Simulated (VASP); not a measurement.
Crystal: Y.

```
CELL_PARAMETERS angstrom
3.31000 0.00000 0.00000
0.00000 3.31000 0.00000
0.00000 0.00000 3.31000
ATOMIC_POSITIONS crystal
Y 0.00000 0.00000 0.00000
```

| Item | Value |
| --- | --- |
| Program | VASP 6.6.1 |
| Task | relaxation of cell and atoms |
| Functional | PBE |
| Potentials or basis | VASP PAW PBE potentials, release 64 (Y_sv) |
| Cutoff | 600 eV |
| k mesh | 6 × 6 × 6 |
| Occupations | methfessel-paxton, width 0.1 eV |
| Spin | no spin polarisation |

At the start: pressure -1.4 GPa; volume 36.26 Å³/atom.

Q: Where does the relaxation end?

A: Over 3 steps the energy falls by 8.2 meV/atom and the volume is 34.31 Å³/atom (-5.4 %); space group Pm-3m (No. 221, to 0.05 Å).

Step by step:
| step | energy change (eV) | largest force (eV/Å) | pressure (GPa) | volume (Å³) |
| --- | --- | --- | --- | --- |
| 1 | 0.0000 | 0.0000 | -1.36 | 36.26 |
| 2 | -0.0079 | 0.0000 | -0.25 | 34.68 |
| 3 | -0.0082 | 0.0000 | 0.00 | 34.31 |

Final structure:
```xyz
1
Lattice="3.2495 0.0000 0.0000 0.0000 3.2495 0.0000 0.0000 0.0000 3.2495" Properties=species:S:1:pos:R:3 pbc="T T T"
Y     0.0000    0.0000    0.0000
```
